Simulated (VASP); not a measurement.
# RbTl3 (Fm-3m) in VASP: density of states with LDA

Aim: the density of states of RbTl3 with LDA.

Everything below comes from runs of VASP 6.6.1. Logs are shortened: lines on timing, memory, paths and dates and some standing lists are left out, and cuts for length are marked.

## 1. The cell of the first run

It takes space group Fm-3m (No. 225, cubic). Conventional cell: a = 8.236 Å, b = 8.236 Å, c = 8.236 Å, α = 90.00°, β = 90.00°, γ = 90.00°. Rb (site symmetry m-3m) has 14 Tl at 3.57 to 4.12 Å within 4.7 Å. Within 4.7 Å of Tl (site symmetry -43m) lie 4 Rb at 3.57 Å and 10 Tl at 3.57 to 4.12 Å. Within 4.7 Å of Tl (site symmetry m-3m) lie 8 Tl at 3.57 Å and 6 Rb at 4.12 Å.

## 2. Density of states, LDA

The input, POSCAR:

```
RbTl3
1.0
    5.8237270000      0.0000000000      0.0000000000
    2.9118635000      5.0434955267      0.0000000000
    2.9118635000      1.6811651756      4.7550531838
Rb Tl
1 3
Direct
    0.0000000000      0.0000000000      0.0000000000
    0.2500000000      0.2500000000      0.2500000000
    0.7500000000      0.7500000000      0.7500000000
    0.5000000000      0.5000000000      0.5000000000
```

The input, INCAR.step1:

```
  ALGO = Normal
  EDIFF = 1E-6
  ENCUT = 520
  ISIF = 2
  ISMEAR = 1
  LASPH = True
  LCHARG = True
  LREAL = False
  LWAVE = False
  NBANDS = 32
  NELM = 60
  PREC = Accurate
  SIGMA = 0.1
```

The input, KPOINTS.step1:

```
k-points
0
Gamma
  5 5 5
```

The input, INCAR.step2:

```
  ALGO = Normal
  EDIFF = 1E-6
  ENCUT = 520
  ICHARG = 11
  ISIF = 2
  ISMEAR = -5
  LASPH = True
  LCHARG = False
  LORBIT = 11
  LREAL = False
  LWAVE = False
  NEDOS = 1001
  NELM = 60
  PREC = Accurate
  SIGMA = 0.1
```

The input, KPOINTS.step2:

```
k-points
0
Gamma
  8 8 8
```

Potentials or basis: VASP PAW LDA potentials, release 64 (Rb_sv, Tl_d).

Started as:

```sh
$ cat potpaw_LDA.64/Rb_sv/POTCAR potpaw_LDA.64/Tl_d/POTCAR > POTCAR
$ cp INCAR.step1 INCAR
$ cp KPOINTS.step1 KPOINTS
$ mpirun -np 1 vasp_std > vasp.out
$ cp INCAR.step2 INCAR
$ cp KPOINTS.step2 KPOINTS
$ mpirun -np 1 vasp_std > vasp.out
```

OUTCAR:

```text
EDIFF = 1E-6
   ENCUT = 520
   ICHARG = 11
   ISIF = 2
   ISMEAR = -5
   LASPH = True
   LORBIT = 11
   LREAL = False
   NELM = 60
   PREC = Accurate

 ion  position               nearest neighbor table
   1  0.000  0.000  0.000-   3 3.57   2 3.57   3 3.57   2 3.57   3 3.57   2 3.57   3 3.57   2 3.57
                             4 4.12   4 4.12   4 4.12   4 4.12   4 4.12   4 4.12
   2  0.250  0.250  0.250-   1 3.57   4 3.57   4 3.57   1 3.57   1 3.57   4 3.57   1 3.57   4 3.57
                             3 4.12   3 4.12   3 4.12   3 4.12   3 4.12   3 4.12
   3  0.750  0.750  0.750-   4 3.57   1 3.57   4 3.57   1 3.57   4 3.57   1 3.57   4 3.57   1 3.57
                             2 4.12   2 4.12   2 4.12   2 4.12   2 4.12   2 4.12
   4  0.500  0.500  0.500-   2 3.57   3 3.57   3 3.57   2 3.57   2 3.57   3 3.57   2 3.57   3 3.57
                             1 4.12   1 4.12   1 4.12   1 4.12   1 4.12   1 4.12

  LATTYP: Found a face centered cubic cell.
 ALAT       =     8.2359937070

  Lattice vectors:

 A1 = (   5.8237270000,   0.0000000000,   0.0000000000)
 A2 = (   2.9118635000,   5.0434955267,   0.0000000000)
 A3 = (   2.9118635000,   1.6811651756,   4.7550531838)

Analysis of symmetry for initial positions (statically):
=====================================================================
 Subroutine PRICEL returns:
 Original cell was already a primitive cell.

 Routine SETGRP: Setting up the symmetry group for a
 face centered cubic supercell.

 Subroutine GETGRP returns: Found 48 space group operations
 (whereof 48 operations were pure point group operations)
 out of a pool of 48 trial point group operations.

The static configuration has the point symmetry O_h .

Analysis of symmetry for dynamics (positions and initial velocities):
=====================================================================
 Subroutine PRICEL returns:
 Original cell was already a primitive cell.

 Routine SETGRP: Setting up the symmetry group for a
 face centered cubic supercell.

 Subroutine GETGRP returns: Found 48 space group operations
 (whereof 48 operations were pure point group operations)
 out of a pool of 48 trial point group operations.

The dynamic configuration has the point symmetry O_h .

 Subroutine INISYM returns: Found 48 space group operations
 (whereof 48 operations are pure point group operations),
 and found     1 'primitive' translations

----------------------------------------------------------------------------------------

                                     Primitive cell

  volume of cell :     139.6651

  direct lattice vectors                    reciprocal lattice vectors
     5.823727000  0.000000000  0.000000000     0.171711346 -0.099137592 -0.070100863
     2.911863500  5.043495527  0.000000000     0.000000000  0.198275183 -0.070100863
     2.911863500  1.681165176  4.755053184     0.000000000  0.000000000  0.210302590

  length of vectors
     5.823727000  5.823727000  5.823727000     0.210302590  0.210302590  0.210302590

  position of ions in fractional coordinates (direct lattice)
     0.000000000  0.000000000  0.000000000
     0.250000000  0.250000000  0.250000000
     0.750000000  0.750000000  0.750000000
     0.500000000  0.500000000  0.500000000

  ion indices of the primitive-cell ions
   primitive index   ion index
                 1           1
                 2           2
                 3           3
                 4           4

----------------------------------------------------------------------------------------

 KPOINTS: k-points

Automatic generation of k-mesh.
 Grid dimensions read from file:
 generate k-points for:    8    8    8

 Generating k-lattice:

  Cartesian coordinates                     Fractional coordinates (reciprocal lattice)
     0.021463918 -0.012392199 -0.008762608     0.125000000  0.000000000  0.000000000
     0.000000000  0.024784398 -0.008762608     0.000000000  0.125000000  0.000000000
     0.000000000  0.000000000  0.026287824     0.000000000  0.000000000  0.125000000

  Length of vectors
     0.026287824  0.026287824  0.026287824

  Shift w.r.t. Gamma in fractional coordinates (k-lattice)
     0.000000000  0.000000000  0.000000000

 TETIRR: Found     76 inequivalent tetrahedra from     3072

 Subroutine IBZKPT returns following result:
 ===========================================

 Found     29 irreducible k-points:

 Following reciprocal coordinates:
            Coordinates               Weight
  0.000000  0.000000  0.000000      1.000000
  0.125000  0.000000  0.000000      8.000000
  0.250000  0.000000  0.000000      8.000000
  0.375000 -0.000000  0.000000      8.000000
  0.500000  0.000000  0.000000      4.000000
  0.125000  0.125000  0.000000      6.000000
[... 16 lines left out ...]
  0.500000  0.250000  0.125000     48.000000
 -0.375000  0.250000  0.125000     24.000000
 [... further k-points ...]
   k-points           NKPTS =     29   k-points in BZ     NKDIM =     29   number of bands    NBANDS=     28
   number of dos      NEDOS =   1001   number of ions     NIONS =      4
   total plane-waves  NPLWV = 110592
   dimension x,y,z NGX =    48 NGY =   48 NGZ =   48
   dimension x,y,z NGXF=    96 NGYF=   96 NGZF=   96
   ions per type =               1   3
   NGX,Y,Z   is equivalent  to a cutoff of  13.70, 13.70, 13.70 a.u.
   NGXF,Y,Z  is equivalent  to a cutoff of  27.40, 27.40, 27.40 a.u.
 SYSTEM =  unknown system
   PREC   = accura    normal or accurate (medium, high low for compatibility)
   ISTART =      0    job   : 0-new  1-cont  2-samecut
   ICHARG =     11    charge: 1-file 2-atom 10-const
   ISPIN  =      1    spin polarized calculation?
   LNONCOLLINEAR =      F non collinear calculations
   LSORBIT =      F    spin-orbit coupling
   LASPH  =      T    aspherical Exc in radial PAW
   ENCUT  =  520.0 eV  38.22 Ry    6.18 a.u.  10.83 10.83 10.83*2*pi/ulx,y,z
   NELM   =     60;   NELMIN=  2; NELMDL=  0     # of ELM steps
   EDIFF  = 0.1E-05   stopping-criterion for ELM
   LREAL  =      F    real-space projection
   EDIFFG = 0.1E-04   stopping-criterion for IOM
   NSW    =      0    number of steps for IOM
   IBRION =     -1    ionic relax: 0-MD 1-quasi-New 2-CG
   NFREE  =      0    steps in history (QN), initial steepest desc. (CG)
   ISIF   =      2    stress and relaxation
   ISYM   =      2    0-nonsym 1-usesym 2-fastsym
   POTIM  = 0.5000    time-step for ionic-motion
   TEBEG  =    0.0;   TEEND  =   0.0 temperature during run
   PSTRESS=    0.0 pullay stress
   NELECT =      48.0000    total number of electrons
   NUPDOWN=      -1.0000    fix difference up-down
   EMIN   =  10.00;   EMAX   =-10.00  energy-range for DOS
   EFERMI =   0.00;   METHOD = LEGACY
   ISMEAR =    -5;   SIGMA  =   0.10  broadening in eV -4-tet -1-fermi 0-gaus
   EFERMI_NEDOS =   21; number of points for ismear=-14 and -15
   IALGO  =     38    algorithm
   IMIX   =      4    mixing-type and parameters
     AMIX     =   0.40;   BMIX     =  1.00
     AMIX_MAG =   1.60;   BMIX_MAG =  1.00
  volume/ion in A,a.u.               =      34.92       235.63
  Fermi-wavevector in a.u.,A,eV,Ry     =   1.146725  2.166996 17.891361  1.314978
  Thomas-Fermi vector in A             =   2.283408
   LORBIT       =     11    0 simple, 1 ext, 2 COOP (PROOUT), +10 PAW based schemes
   GGA     = CA    functional components
   LHFCALC =     F    Hartree Fock is set to
   AEXX    =    0.0000 exact exchange contribution
   IVDW    =     0    specifies the selected vdW correction
   LEPSILON=     F    determine dielectric tensor
   LRPA    =     F    only Hartree local field effects (RPA)
 non-spin polarized calculation
 Fermi weights with tetrahedron method with Bloechl corrections
  energy-cutoff  :      520.00
  volume of cell :      139.67
 maximum number of plane-waves:      3812
 NGX is ok and might be reduce to    48

 number of electron      48.0000005 magnetization

 Free energy of the ion-electron system (eV)
  ---------------------------------------------------
  ext. energy  EPLUGINS =         0.00000000
  ---------------------------------------------------
  free energy    TOTEN  =        -9.81288230 eV

  energy without entropy =       -9.81288230  energy(sigma->0) =       -9.81288230

 E-fermi :   3.8298     XC(G=0):  -9.3362

 val. band max:        3.8032566995   @ k =  -0.3750   0.2500   0.1250
 cond. band min:       3.6918499279   @ k =   0.1250   0.0000   0.0000
 fundamental gap:     -0.1114067716
 Fermi energy:         3.8298465439

 k-point     1 :       0.0000    0.0000    0.0000
  band No.  band energies     occupation
      1     -23.5304      2.00000
      2      -8.1008      2.00000
      3      -8.1008      2.00000
      4      -8.1008      2.00000
      5      -7.7766      2.00000
      6      -7.7766      2.00000
[... 20 lines left out ...]
     27       4.8087      0.00000
     28       4.8087      0.00000

 k-point     2 :       0.1250    0.0000    0.0000
  band No.  band energies     occupation
      1     -23.5302      2.00000
      2      -8.0980      2.00000
      3      -8.0980      2.00000
      4      -8.0870      2.00000
      5      -7.7641      2.00000
      6      -7.7641      2.00000
[... 20 lines left out ...]
     27       4.8478      0.00000
     28       5.6644      0.00000

 k-point     3 :       0.2500    0.0000    0.0000
  band No.  band energies     occupation
      1     -23.5299      2.00000
      2      -8.0893      2.00000
      3      -8.0893      2.00000
      4      -8.0363      2.00000
      5      -7.7349      2.00000
      6      -7.7349      2.00000
[... 20 lines left out ...]
     27       4.9931      0.00000
     28       6.3777      0.00000

 k-point     4 :       0.3750   -0.0000    0.0000
  band No.  band energies     occupation
      1     -23.5295      2.00000
      2      -8.0775      2.00000
      3      -8.0775      2.00000
      4      -7.9591      2.00000
      5      -7.7293      2.00000
      6      -7.7073      2.00000
[... 20 lines left out ...]
     27       5.2015      0.00000
     28       6.5024      0.00000

 k-point     5 :       0.5000    0.0000    0.0000
  band No.  band energies     occupation
      1     -23.5294      2.00000
      2      -8.0717      2.00000
      3      -8.0717      2.00000
      4      -7.9263      2.00000
      5      -7.7082      2.00000
      6      -7.6925      2.00000
[... 20 lines left out ...]
     27       5.3104      0.00000
     28       7.0357      0.00000

 k-point     6 :       0.1250    0.1250    0.0000
  band No.  band energies     occupation
      1     -23.5302      2.00000
      2      -8.1035      2.00000
      3      -8.0867      2.00000
      4      -8.0867      2.00000
      5      -7.7697      2.00000
      6      -7.7506      2.00000
[... 463 lines left out ...]
      5      -7.7549      2.00000
      6      -7.7549      2.00000
[... 20 lines left out ...]
     27       6.9354      0.00000
     28       7.2114      0.00000

 k-point    22 :       0.3750    0.2500    0.1250
  band No.  band energies     occupation
      1     -23.5296      2.00000
      2      -8.0867      2.00000
      3      -8.0352      2.00000
      4      -8.0299      2.00000
      5      -7.7429      2.00000
      6      -7.6988      2.00000
[... 20 lines left out ...]
     27       5.5918      0.00000
     28       6.8761      0.00000

 k-point    23 :       0.5000    0.2500    0.1250
  band No.  band energies     occupation
      1     -23.5293      2.00000
      2      -8.0651      2.00000
      3      -8.0236      2.00000
      4      -7.9684      2.00000
      5      -7.7470      2.00000
      6      -7.7184      2.00000
[... 20 lines left out ...]
     27       5.7938      0.00000
     28       6.7321      0.00000

 k-point    24 :      -0.3750    0.2500    0.1250
  band No.  band energies     occupation
      1     -23.5292      2.00000
      2      -8.0475      2.00000
      3      -8.0274      2.00000
      4      -7.9463      2.00000
      5      -7.7378      2.00000
      6      -7.7254      2.00000
[... 20 lines left out ...]
     27       6.3694      0.00000
     28       6.3976      0.00000

 [... further k-points ...]
[... 5 lines left out ...]
  --------------------------------------------------------------------------------------
  -------------------------------------------------------------------------------------
  Total       -2.6522180     -2.6522180     -2.6522180     -0.0000000     -0.0000000      0.0000000
  in kB      -30.4250832    -30.4250832    -30.4250832     -0.0000000     -0.0000000      0.0000000
  external PRESSURE =     -30.4250832 kB  Pullay stress =       0.0000000 kB

 VOLUME and BASIS-vectors are now :
 -----------------------------------------------------------------------------
  energy-cutoff  :      520.00
  volume of cell :      139.67
      direct lattice vectors                 reciprocal lattice vectors
     5.823727000  0.000000000  0.000000000     0.171711346 -0.099137592 -0.070100863
     2.911863500  5.043495527  0.000000000     0.000000000  0.198275183 -0.070100863
     2.911863500  1.681165176  4.755053184     0.000000000  0.000000000  0.210302590

 POSITION                                       TOTAL-FORCE (eV/Angst)
 -----------------------------------------------------------------------------------
      0.00000      0.00000      0.00000        -0.000000     -0.000000     -0.000000
      2.91186      1.68117      1.18876         0.000000     -0.000000      0.000000
      8.73559      5.04350      3.56629        -0.000000      0.000000     -0.000000
      5.82373      3.36233      2.37753        -0.000000     -0.000000     -0.000000
 -----------------------------------------------------------------------------------
    total drift:                                0.000000     -0.000000     -0.000000

  FREE ENERGIE OF THE ION-ELECTRON SYSTEM (eV)
  ---------------------------------------------------
  free  energy   TOTEN  =        -9.8128823030 eV

  energy  without entropy=       -9.8128823030  energy(sigma->0) =       -9.81288230

 total charge

# of ion       s       p       d       tot
------------------------------------------
    1        1.953   5.315   0.046   7.314
    2        1.191   0.370   9.622  11.183
    3        1.191   0.370   9.622  11.183
    4        1.139   0.405   9.623  11.167
--------------------------------------------------
tot          5.473   6.460  28.914  40.846
```

It took 44 s on 1 thread of Intel Xeon 6975P-C (Granite Rapids), shared host; peak memory 0.27 GiB.

Results:

```yaml
Valence_electrons_inside_the_program's_atomic_spheres: Rb 7.31; Tl 11.18, 11.17
```

Levels at points of the mesh, in eV from the Fermi level:
```csv
k point,band 22,band 23,band 24,band 25,band 26,band 27
"(0.00, 0.00, 0.00)",-3.45,-0.06,-0.06,-0.06,0.98,0.98
"(0.50, 0.00, 0.00)",-4.42,-0.58,-0.58,0.18,1.48,1.48
"(0.50, 0.50, 0.00)",-5.59,-1.21,-1.21,0.14,3.11,3.11
```

Caveat: spin-orbit coupling is left out, which moves the levels of the heavy elements; tetrahedron occupations give inexact forces and stress in metals.
